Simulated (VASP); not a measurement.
# PPt (F-43m) in VASP: a series of runs

PPt is run at these levels: r2SCAN, r2SCAN+U; tasks: single point.

All numbers are computed with VASP 6.6.1; they aren't measurements. Logs are shortened: lines on timing, memory, paths and dates and some standing lists are left out, and cuts for length are marked.

## Step 1: The cell of the first run

The structure is cubic, space group F-43m (No. 216). The conventional cell has a = 5.359 Å, b = 5.359 Å, c = 5.359 Å, α = 90.00°, β = 90.00°, γ = 90.00°. Pt (site symmetry -43m) has 4 P at 2.32 Å within 3.1 Å. Within 3.1 Å of P (site symmetry -43m) lie 4 Pt at 2.32 Å.

## Step 2: Single point, r2SCAN (volume scaled by 1.020)

POSCAR reads:

```
PPt
1.0
    0.0000000000      2.6792916054      2.6792916054
    2.6792916054      0.0000000000      2.6792916054
    2.6792916054      2.6792916054      0.0000000000
Pt P
1 1
Direct
    0.0000000000      0.0000000000      0.0000000000
    0.2500000000      0.2500000000      0.2500000000
```

INCAR.step1 reads:

```
SYSTEM = PPt
PREC = Accurate ; ENCUT = 520
ISMEAR = 0 ; SIGMA = 0.05
LREAL = .False. ; LASPH = .True.
NELM = 100 ; NBANDS = 14
GGA = PE ; ALGO = Normal
EDIFF = 1E-4 ; LWAVE = .True.
LCHARG = .False.
```

INCAR.step2 reads:

```
SYSTEM = PPt
PREC = Accurate ; ENCUT = 520
EDIFF = 1E-6 ; ISMEAR = 0
SIGMA = 0.05 ; LREAL = .False.
LASPH = .True. ; NELM = 100
ALGO = Normal ; ISIF = 2
LWAVE = .False. ; LCHARG = .True.
METAGGA = R2SCAN ; LMIXTAU = .True.
LELF = .True. ; LVHAR = .True.
NBANDS = 14 ; ISTART = 1
```

KPOINTS reads:

```
Automatic mesh
0
Gamma
  12 12 12
  0 0 0
```

Potentials or basis: VASP PAW PBE potentials, release 64 (Pt, P).

Started as:

```
$ cat potpaw_PBE.64/Pt/POTCAR potpaw_PBE.64/P/POTCAR > POTCAR
$ cp INCAR.step1 INCAR
$ mpirun -np 1 vasp_std > vasp.out
$ cp INCAR.step2 INCAR
$ mpirun -np 1 vasp_std > vasp.out
```

OUTCAR:

```text
SYSTEM = PPt
   PREC = Accurate
   ENCUT = 520
   EDIFF = 1E-6
   ISMEAR = 0
   LREAL = .False.
   LASPH = .True.
   NELM = 100
   ISIF = 2
   METAGGA = R2SCAN
   ISTART = 1

 ion  position               nearest neighbor table
   1  0.000  0.000  0.000-   2 2.32   2 2.32   2 2.32   2 2.32
   2  0.250  0.250  0.250-   1 2.32   1 2.32   1 2.32   1 2.32

  LATTYP: Found a face centered cubic cell.
 ALAT       =     5.3585832108

  Lattice vectors:

 A1 = (   0.0000000000,   2.6792916054,   2.6792916054)
 A2 = (   2.6792916054,   0.0000000000,   2.6792916054)
 A3 = (   2.6792916054,   2.6792916054,   0.0000000000)

Analysis of symmetry for initial positions (statically):
=====================================================================
 Subroutine PRICEL returns:
 Original cell was already a primitive cell.

 Routine SETGRP: Setting up the symmetry group for a
 face centered cubic supercell.

 Subroutine GETGRP returns: Found 24 space group operations
 (whereof 24 operations were pure point group operations)
 out of a pool of 48 trial point group operations.

The static configuration has the point symmetry T_d .

Analysis of symmetry for dynamics (positions and initial velocities):
=====================================================================
 Subroutine PRICEL returns:
 Original cell was already a primitive cell.

 Routine SETGRP: Setting up the symmetry group for a
 face centered cubic supercell.

 Subroutine GETGRP returns: Found 24 space group operations
 (whereof 24 operations were pure point group operations)
 out of a pool of 48 trial point group operations.

The dynamic configuration has the point symmetry T_d .

 Subroutine INISYM returns: Found 24 space group operations
 (whereof 24 operations are pure point group operations),
 and found     1 'primitive' translations

----------------------------------------------------------------------------------------

                                     Primitive cell

  volume of cell :      38.4671

  direct lattice vectors                    reciprocal lattice vectors
     0.000000000  2.679291605  2.679291605    -0.186616492  0.186616492  0.186616492
     2.679291605  0.000000000  2.679291605     0.186616492 -0.186616492  0.186616492
     2.679291605  2.679291605  0.000000000     0.186616492  0.186616492 -0.186616492

  length of vectors
     3.789090526  3.789090526  3.789090526     0.323229245  0.323229245  0.323229245

  position of ions in fractional coordinates (direct lattice)
     0.000000000  0.000000000  0.000000000
     0.250000000  0.250000000  0.250000000

  ion indices of the primitive-cell ions
   primitive index   ion index
                 1           1
                 2           2

----------------------------------------------------------------------------------------

 KPOINTS: Automatic mesh

Automatic generation of k-mesh.
 Grid dimensions read from file:
 generate k-points for:   12   12   12

 Generating k-lattice:

  Cartesian coordinates                     Fractional coordinates (reciprocal lattice)
    -0.015551374  0.015551374  0.015551374     0.083333333  0.000000000  0.000000000
     0.015551374 -0.015551374  0.015551374     0.000000000  0.083333333  0.000000000
     0.015551374  0.015551374 -0.015551374     0.000000000  0.000000000  0.083333333

  Length of vectors
     0.026935770  0.026935770  0.026935770

  Shift w.r.t. Gamma in fractional coordinates (k-lattice)
     0.000000000  0.000000000  0.000000000

 Subroutine IBZKPT returns following result:
 ===========================================

 Found     72 irreducible k-points:

 Following reciprocal coordinates:
            Coordinates               Weight
  0.000000  0.000000  0.000000      1.000000
  0.083333  0.000000  0.000000      8.000000
  0.166667  0.000000  0.000000      8.000000
  0.250000  0.000000  0.000000      8.000000
  0.333333  0.000000  0.000000      8.000000
  0.416667  0.000000  0.000000      8.000000
[... 16 lines left out ...]
  0.500000  0.166667  0.000000     24.000000
 -0.416667  0.166667  0.000000     24.000000
 [... further k-points ...]
   k-points           NKPTS =     72   k-points in BZ     NKDIM =     72   number of bands    NBANDS=     14
   number of dos      NEDOS =    301   number of ions     NIONS =      2
   total plane-waves  NPLWV =  21952
   dimension x,y,z NGX =    28 NGY =   28 NGZ =   28
   dimension x,y,z NGXF=    56 NGYF=   56 NGZF=   56
   ions per type =               1   1
   NGX,Y,Z   is equivalent  to a cutoff of  12.28, 12.28, 12.28 a.u.
   NGXF,Y,Z  is equivalent  to a cutoff of  24.57, 24.57, 24.57 a.u.
 SYSTEM =  PPt
   PREC   = accura    normal or accurate (medium, high low for compatibility)
   ISTART =      1    job   : 0-new  1-cont  2-samecut
   ICHARG =      0    charge: 1-file 2-atom 10-const
   ISPIN  =      1    spin polarized calculation?
   LNONCOLLINEAR =      F non collinear calculations
   LSORBIT =      F    spin-orbit coupling
[... 63 lines left out ...]
      4       0.6546      2.00000
      5       3.0821      2.00000
      6       3.0821      2.00000
      7      10.6105      0.00000
      8      11.2271      0.00000
      9      11.2271      0.00000
     10      11.2271      0.00000
     11      14.1082      0.00000
     12      14.1082      0.00000
     13      14.1082      0.00000
     14      20.0371      0.00000

 k-point     2 :       0.0833    0.0000    0.0000
  band No.  band energies     occupation
      1      -6.5090      2.00000
      2       0.6131      2.00000
      3       0.6922      2.00000
      4       0.6922      2.00000
      5       3.0708      2.00000
      6       3.0708      2.00000
      7      10.1097      0.00000
      8      11.0480      0.00000
      9      11.0480      0.00000
     10      11.2855      0.00000
     11      14.1015      0.00000
     12      14.2869      0.00000
     13      14.2869      0.00000
     14      20.4470      0.00000

 k-point     3 :       0.1667    0.0000    0.0000
  band No.  band energies     occupation
      1      -6.2767      2.00000
      2       0.5206      2.00000
      3       0.7908      2.00000
      4       0.7908      2.00000
      5       3.0561      2.00000
      6       3.0561      2.00000
      7       8.7523      0.00000
      8      10.5873      0.00000
      9      10.5873      0.00000
     10      11.5576      0.00000
     11      14.2508      0.00000
     12      14.7138      0.00000
     13      14.7138      0.00000
     14      19.9094      0.00000

 k-point     4 :       0.2500    0.0000    0.0000
  band No.  band energies     occupation
      1      -5.9378      2.00000
      2       0.4546      2.00000
      3       0.9108      2.00000
      4       0.9108      2.00000
      5       3.0823      2.00000
      6       3.0823      2.00000
      7       7.1136      0.14951
      8       9.9788      0.00000
      9       9.9788      0.00000
     10      11.7446      0.00000
     11      14.8330      0.00000
     12      15.1783      0.00000
     13      15.1783      0.00000
     14      19.7446      0.00000

 k-point     5 :       0.3333    0.0000    0.0000
  band No.  band energies     occupation
      1      -5.5706      2.00000
      2       0.4966      2.00000
      3       1.0069      2.00000
      4       1.0069      2.00000
      5       3.1782      2.00000
      6       3.1782      2.00000
      7       5.5631      2.00000
      8       9.3576      0.00000
      9       9.3577      0.00000
     10      11.7343      0.00000
     11      15.5086      0.00000
[... 276 lines left out ...]
 k-point    22 :       0.4167    0.1667    0.0000
  band No.  band energies     occupation
      1      -5.2602      2.00000
      2       0.3603      2.00000
      3       1.1989      2.00000
      4       1.2803      2.00000
      5       3.0130      2.00000
      6       3.4323      2.00000
      7       5.0357      2.00000
      8       8.0835      0.00000
      9       8.3118      0.00000
     10      12.8249      0.00000
     11      14.4463      0.00000
     12      16.3451      0.00000
     13      16.4462      0.00000
     14      19.6206      0.00000

 k-point    23 :       0.5000    0.1667    0.0000
  band No.  band energies     occupation
      1      -5.0495      2.00000
      2       0.5993      2.00000
      3       1.1957      2.00000
      4       1.3093      2.00000
      5       3.1738      2.00000
      6       3.4017      2.00000
      7       4.1611      2.00000
      8       7.7558      0.00000
      9       8.0613      0.00000
     10      12.6904      0.00000
     11      14.7608      0.00000
     12      16.2869      0.00000
     13      17.4647      0.00000
     14      19.8128      0.00000

 k-point    24 :      -0.4167    0.1667    0.0000
  band No.  band energies     occupation
      1      -5.0216      2.00000
      2       0.7870      2.00000
      3       1.0823      2.00000
      4       1.2912      2.00000
      5       3.1566      2.00000
      6       3.2483      2.00000
      7       4.2361      2.00000
      8       7.3654      0.00000
      9       8.3979      0.00000
     10      12.6697      0.00000
     11      14.8508      0.00000
     12      16.0722      0.00000
     13      17.9587      0.00000
     14      19.8481      0.00000

 [... further k-points ...]
[... 5 lines left out ...]
  --------------------------------------------------------------------------------------
  -------------------------------------------------------------------------------------
  Total       -0.7042345     -0.7042345     -0.7042345     -0.0000000      0.0000000      0.0000000
  in kB      -29.3317471    -29.3317471    -29.3317471     -0.0000000      0.0000000      0.0000000
  external PRESSURE =     -29.3317471 kB  Pullay stress =       0.0000000 kB

 VOLUME and BASIS-vectors are now :
 -----------------------------------------------------------------------------
  energy-cutoff  :      520.00
  volume of cell :       38.47
      direct lattice vectors                 reciprocal lattice vectors
     0.000000000  2.679291605  2.679291605    -0.186616492  0.186616492  0.186616492
     2.679291605  0.000000000  2.679291605     0.186616492 -0.186616492  0.186616492
     2.679291605  2.679291605  0.000000000     0.186616492  0.186616492 -0.186616492

 POSITION                                       TOTAL-FORCE (eV/Angst)
 -----------------------------------------------------------------------------------
      0.00000      0.00000      0.00000        -0.000000      0.000000     -0.000000
      1.33965      1.33965      1.33965         0.000000     -0.000000      0.000000
 -----------------------------------------------------------------------------------
    total drift:                               -0.000000     -0.000000     -0.000000

  FREE ENERGIE OF THE ION-ELECTRON SYSTEM (eV)
  ---------------------------------------------------
  free  energy   TOTEN  =       -61.2471690559 eV

  energy  without entropy=      -61.2446851488  energy(sigma->0) =      -61.24592710
```

It took 75 s on 1 thread of Intel Xeon Platinum 8488C (Sapphire Rapids), shared host; peak memory 0.19 GiB.

Results:

| Property | Result |
| --- | --- |
| Free energy | -61.2472 eV |
| Pressure | -2.9 GPa |

Caveat: the cell differs from its parent crystal (volume scaled by 1.020); the PAW data sets were made with another functional, which shifts forces and pressure a little; spin-orbit coupling is left out, which moves the levels of the heavy elements.

## Step 3: Single point, r2SCAN (volume scaled by 1.040)

POSCAR reads:

```
PPt
1.0
    0.0000000000      2.6966900903      2.6966900903
    2.6966900903      0.0000000000      2.6966900903
    2.6966900903      2.6966900903      0.0000000000
Pt P
1 1
Direct
    0.0000000000      0.0000000000      0.0000000000
    0.2500000000      0.2500000000      0.2500000000
```

INCAR.step1 reads:

```
PREC     = Accurate       # precision mode
ENCUT    = 520            # plane-wave cutoff, eV
ISMEAR   = 0              # smearing method
SIGMA    = 0.05           # smearing width, eV
LREAL    = F              # projectors in reciprocal space
LASPH    = T              # aspherical terms in the spheres
NELM     = 80             # most SCF steps
NBANDS   = 14             # bands
GGA      = PE             # functional
ALGO     = Normal         # electronic algorithm
EDIFF    = 1E-4           # SCF threshold, eV
LWAVE    = T              # write WAVECAR
LCHARG   = F              # write CHGCAR
```

INCAR.step2 reads:

```
PREC     = Accurate       # precision mode
ENCUT    = 520            # plane-wave cutoff, eV
EDIFF    = 1E-7           # SCF threshold, eV
ISMEAR   = 0              # smearing method
SIGMA    = 0.05           # smearing width, eV
LREAL    = F              # projectors in reciprocal space
LASPH    = T              # aspherical terms in the spheres
NELM     = 80             # most SCF steps
ALGO     = Normal         # electronic algorithm
ISIF     = 2              # what is computed and relaxed
LWAVE    = F              # write WAVECAR
LCHARG   = F              # write CHGCAR
METAGGA  = R2SCAN         # meta-GGA
LMIXTAU  = T            
NBANDS   = 14             # bands
ISTART   = 1
```

KPOINTS reads:

```
Automatic mesh
0
Gamma
  12 12 12
```

Potentials or basis: VASP PAW PBE potentials, release 64 (Pt, P).

Started as:

```
$ cat potpaw_PBE.64/Pt/POTCAR potpaw_PBE.64/P/POTCAR > POTCAR
$ cp INCAR.step1 INCAR
$ mpirun -np 1 vasp_std > vasp.out
$ cp INCAR.step2 INCAR
$ mpirun -np 1 vasp_std > vasp.out
```

Wall time 1.9 min (1 thread of Intel Xeon Platinum 8488C (Sapphire Rapids), shared host); peak memory 0.19 GiB.

It converged, with:

| Item | Value |
| --- | --- |
| Free energy | -61.2275 eV |
| Pressure | -5.5 GPa |

Levels at points of the mesh, in eV from the Fermi level:
```tsv
k point	band 5	band 6	band 7	band 8	band 9	band 10
(0.00, 0.00, 0.00)	-3.88	-3.88	3.46	4.07	4.07	4.07
(0.50, 0.00, 0.00)	-3.61	-3.61	-3.11	1.61	1.61	4.51
(0.50, 0.50, 0.00)	-3.58	-3.27	-3.02	-1.07	-1.07	5.97
```

Caveat: the cell differs from its parent crystal (volume scaled by 1.040); the PAW data sets were made with another functional, which shifts forces and pressure a little; spin-orbit coupling is left out, which moves the levels of the heavy elements.

## Step 4: Single point, r2SCAN (volume scaled by 1.070)

POSCAR reads:

```
PPt
1.0
    0.0000000000      2.7223743989      2.7223743989
    2.7223743989      0.0000000000      2.7223743989
    2.7223743989      2.7223743989      0.0000000000
Pt P
1 1
Direct
    0.0000000000      0.0000000000      0.0000000000
    0.2500000000      0.2500000000      0.2500000000
```

INCAR.step1 reads:

```
PREC = Accurate ; ENCUT = 520
ISMEAR = 0 ; SIGMA = 0.05
LREAL = F ; LASPH = T
NELM = 80 ; NBANDS = 14
GGA = PE ; ALGO = Normal
EDIFF = 1E-4 ; LWAVE = T
LCHARG = F
```

INCAR.step2 reads:

```
PREC = Accurate ; ENCUT = 520
EDIFF = 1E-6 ; ISMEAR = 0
SIGMA = 0.05 ; LREAL = F
LASPH = T ; NELM = 80
ALGO = Normal ; ISIF = 2
LWAVE = F ; LCHARG = F
METAGGA = R2SCAN ; LMIXTAU = T
NBANDS = 14 ; ISTART = 1
```

KPOINTS is that of step 3.

Started as:

```
$ cat potpaw_PBE.64/Pt/POTCAR potpaw_PBE.64/P/POTCAR > POTCAR
$ cp INCAR.step1 INCAR
$ mpirun -np 1 vasp_std > vasp.out
$ cp INCAR.step2 INCAR
$ mpirun -np 1 vasp_std > vasp.out
```

It took 2.1 min on 1 thread of Intel Xeon Platinum 8488C (Sapphire Rapids), shared host; peak memory 0.2 GiB.

The run converged. Its results:

```yaml
Free_energy: -61.1775 eV
Pressure: -8.7 GPa
```

Levels at points of the mesh, in eV from the Fermi level:
```
           k point  band 5  band 6  band 7  band 8  band 9  band 10
(0.00, 0.00, 0.00)   -3.74   -3.74    3.33    3.93    3.93     3.93
(0.50, 0.00, 0.00)   -3.48   -3.48   -3.00    1.58    1.58     4.43
(0.50, 0.50, 0.00)   -3.43   -3.16   -2.94   -1.00   -1.00     5.85
```

Caveat: the cell differs from its parent crystal (volume scaled by 1.070); the PAW data sets were made with another functional, which shifts forces and pressure a little; spin-orbit coupling is left out, which moves the levels of the heavy elements.

## Step 5: Single point, r2SCAN+U

This run uses another cell than the first one, of 18.86 Å³/atom, 0.980 times its volume.

POSCAR reads:

```
PPt
1.0
    0.0000000000      2.6616641766      2.6616641766
    2.6616641766      0.0000000000      2.6616641766
    2.6616641766      2.6616641766      0.0000000000
Pt P
1 1
Direct
    0.0000000000      0.0000000000      0.0000000000
    0.2500000000      0.2500000000      0.2500000000
```

INCAR.step1 reads:

```
ALGO = Normal
EDIFF = 1E-4
ENCUT = 520
GGA = PE
ISMEAR = -5
LASPH = T
LCHARG = F
LDAU = T
LDAUJ = 0 0
LDAUL = 2 -1
LDAUTYPE = 2
LDAUU = 5 0
LMAXMIX = 4
LREAL = F
LWAVE = T
NBANDS = 14
NELM = 150
PREC = Accurate
SIGMA = 0.1
```

INCAR.step2 reads:

```
ALGO = Normal
EDIFF = 1E-6
ENCUT = 520
ISIF = 2
ISMEAR = -5
ISTART = 1
LASPH = T
LCHARG = T
LDAU = T
LDAUJ = 0 0
LDAUL = 2 -1
LDAUPRINT = 1
LDAUTYPE = 2
LDAUU = 5 0
LELF = T
LMAXMIX = 4
LMIXTAU = T
LREAL = F
LVHAR = T
LWAVE = F
METAGGA = R2SCAN
NBANDS = 14
NELM = 150
PREC = Accurate
SIGMA = 0.1
```

KPOINTS reads:

```
k-points
0
Gamma
  12 12 12
```

Started as:

```
$ cat potpaw_PBE.64/Pt/POTCAR potpaw_PBE.64/P/POTCAR > POTCAR
$ cp INCAR.step1 INCAR
$ mpirun -np 1 vasp_std > vasp.out
$ cp INCAR.step2 INCAR
$ mpirun -np 1 vasp_std > vasp.out
```

Run time: 98 s. Hardware: 1 thread of Intel Xeon Platinum 8488C (Sapphire Rapids), shared host; peak memory 0.19 GiB.

Results (log left out):

| Quantity | Value |
| --- | --- |
| Free energy | -57.9135 eV |
| Pressure | -6.3 GPa |

Levels at points of the mesh, in eV from the Fermi level:
```tsv
k point	band 4	band 5	band 6	band 7	band 8	band 9	band 10	band 11
(0.00, 0.00, 0.00)	-7.06	-4.95	-4.95	4.05	4.20	4.20	4.20	7.57
(0.50, 0.00, 0.00)	-5.95	-4.62	-4.62	-3.67	1.80	1.80	4.94	8.86
(0.50, 0.50, 0.00)	-5.43	-4.33	-4.02	-3.31	-1.01	-1.01	6.18	6.22
```

Eigenvalues of the final occupation matrices:
| site | spin | trace | eigenvalues |
| --- | --- | --- | --- |
| site 1 d | 1 | 4.33 | 0.85 0.85 0.85 0.89 0.89 |
| site 1 d | 2 | 4.33 | 0.85 0.85 0.85 0.89 0.89 |

Caveat: the PAW data sets were made with another functional, which shifts forces and pressure a little; spin-orbit coupling is left out, which moves the levels of the heavy elements; U without spin polarisation on a metal has little footing; the U is typed as a test and isn't derived for this compound; tetrahedron occupations give inexact forces and stress in metals.

## Step 6: Overview

| level | U | cell | smearing | gap on the mesh (eV) | pressure (GPa) |
| --- | --- | --- | --- | --- | --- |
| r2SCAN | - | a = 3.789 Å, angles 60.0°, 2 atoms | gaussian 0.05 eV | none | -2.9 |
| r2SCAN | - | a = 3.814 Å, angles 60.0°, 2 atoms | gaussian 0.05 eV | none | -5.5 |
| r2SCAN | - | a = 3.850 Å, angles 60.0°, 2 atoms | gaussian 0.05 eV | none | -8.7 |
| r2SCAN+U | Pt d U = 5.0 eV | a = 3.764 Å, angles 60.0°, 2 atoms | tetrahedron | none | -6.3 |

Alike in all rows: task single point; potentials or basis VASP PAW PBE potentials, release 64 (Pt, P); no spin polarisation; k mesh 12 × 12 × 12; cutoff (eV) 520.

Caveats: the PAW data sets were made with another functional, which shifts forces and pressure a little; spin-orbit coupling is left out, which moves the levels of the heavy elements; U without spin polarisation on a metal has little footing (some runs); the U is typed as a test and isn't derived for this compound (some runs); tetrahedron occupations give inexact forces and stress in metals (some runs).

Absolute energies hang on the potentials; compare differences alone.
